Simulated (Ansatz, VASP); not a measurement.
## Cs: VASP beside Ansatz

File INCAR:

```
SYSTEM = Cs
PREC = Accurate
ENCUT = 520
EDIFF = 1E-6
ISMEAR = -1
SIGMA = 0.1
LREAL = .False.
LASPH = .True.
NELM = 100
ALGO = Normal
ISIF = 2
LWAVE = .False.
LCHARG = .False.
GGA = B5
ALDAX = 1.0
AGGAX = 1.0
AGGAC = 1.0
ALDAC = 0.0
NBANDS = 10
```

Contents of KPOINTS:

```
regular mesh
0
Gamma
  8 8 8
  0 0 0
```

POSCAR

```
Cs
1.0
    0.0000000000      4.1158207788      4.1158207788
    4.1158207788      0.0000000000      4.1158207788
    4.1158207788      4.1158207788      0.0000000000
Cs
1
Direct
    0.0000000000      0.0000000000      0.0000000000
```

Input for Ansatz:

```yaml
crystal:
  lattice:
    - [0.0, 4.1158207788, 4.1158207788]
    - [4.1158207788, 0.0, 4.1158207788]
    - [4.1158207788, 4.1158207788, 0.0]
  atoms:
    - { symbol: Cs, position: [0.0, 0.0, 0.0] }
hamiltonian:
  xc: blyp
  pseudopotentials:
    kind: paw
    azcp:
      Cs: "pseudopotentials/Cs.paw.azcp"
basis:
  ecutwfc: 420
  fft_grid_basis: typed
kpoints:
  mp_grid: { grid: [8, 8, 8], shift: [0, 0, 0] }
magnetization:
  spin_polarized: false
scf:
  occupations: { method: fermi_dirac, width: 0.1 }
  lower_state_search: "off"
output:
  stress: true
  write_density: true
  write_potential: true
  elf: true
  volumetric_format: npy
```

Alike in both runs: task single point; functional BLYP; k mesh 8 × 8 × 8; occupations fermi-dirac, width 0.1 eV; no spin polarisation.

|  | VASP | Ansatz |
| --- | --- | --- |
| version | VASP 6.6.1 | Ansatz 0.2.0 |
| potentials or method | VASP PAW PBE potentials, release 64 (Cs_sv), cutoff 520 eV | plane waves (420 eV) with PAW, scalar-relativistic |
| valence electrons in the cell | 9 | 9 |

```csv
,VASP,Ansatz,Ansatz less VASP
pressure (GPa),-0.1,-0.1,0.00
```

VASP's potentials were made for PBE, not for BLYP.

Spin-orbit coupling is off throughout.
